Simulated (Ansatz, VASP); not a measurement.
GaSb in VASP and in Ansatz

File POSCAR:

```
GaSb
1.0
    0.0000000000      3.0965375859      3.0393928390
    3.0965375859      0.0000000000      3.0393928390
    3.0965375859      3.0965375859      0.0000000000
Ga Sb
1 1
Direct
    0.0000000000      0.0000000000      0.0000000000
    0.2500000000      0.2500000000      0.2500000000
```

File INCAR.step1:

```
PREC = Accurate
ENCUT = 520
ISMEAR = -1
SIGMA = 0.02
LREAL = F
LASPH = T
NELM = 100
NBANDS = 16
GGA = PE
ALGO = Normal
EDIFF = 1E-4
LWAVE = T
LCHARG = F
```

INCAR.step2

```
PREC = Accurate
ENCUT = 520
EDIFF = 1E-7
ISMEAR = -1
SIGMA = 0.02
LREAL = F
LASPH = T
NELM = 100
ALGO = Normal
ISIF = 2
LWAVE = F
LCHARG = F
METAGGA = R2SCAN
LMIXTAU = T
NBANDS = 16
ISTART = 1
```

Contents of KPOINTS:

```
Automatic mesh
0
Gamma
  8 8 8
```

Input for Ansatz:

```yaml
crystal:
  lattice:
    - [0.0, 3.0965375859, 3.039392839]
    - [3.0965375859, 0.0, 3.039392839]
    - [3.0965375859, 3.0965375859, 0.0]
  atoms:
    - { symbol: Ga, position: [0.0, 0.0, 0.0] }
    - { symbol: Sb, position: [0.25, 0.25, 0.25] }
kpoints:
  mp_grid: { grid: [8, 8, 8] }
  band_path:
    path:
      - [0.0, 0.0, 0.0]
      - [-0.5, -0.5, 0.0]
      - [-0.375, -0.375, 0.25]
      - [-0.375, 0.0, 0.375]
      - [0.0, 0.0, 0.5]
      - [-0.5, -0.25, 0.25]
      - [-0.007812, 0.0, -0.007813]
    npoints: 1
hamiltonian:
  xc: r2scan
scf:
  occupations: { method: fermi_dirac, width: 0.02 }
  n_extra_bands: 4
output:
  forces: true
  stress: true
  eigenvalues: true
```

Change from the starting cell: epitaxial_xy strain +1.0%.

Alike in both runs: task single point; functional r2SCAN; k mesh 8 × 8 × 8; occupations fermi-dirac, width 0.02 eV; no spin polarisation.

|  | VASP | Ansatz |
| --- | --- | --- |
| version | VASP 6.6.1 | Ansatz 0.2.0 |
| potentials or method | VASP PAW PBE potentials, release 64 (Ga_d, Sb) | plane waves, PAW |
| plane-wave cutoff (eV) | 520 | 500 |
| valence electrons in the cell | 18 | 28 |

```tsv
	VASP	Ansatz	Ansatz less VASP
pressure (GPa)	-0.5	-0.6	-0.09
traceless stress, the component that is largest in VASP (GPa)	0.59	0.60	+0.005
```

VASP's potentials were made for PBE, not for r2SCAN. The functional is the same, so the differences come from potentials, cutoffs and numerics. VASP's potentials hold 18 valence electrons a cell and Ansatz's 28, so a difference there can come from the potentials and not from the codes.

Spin-orbit coupling is off throughout.
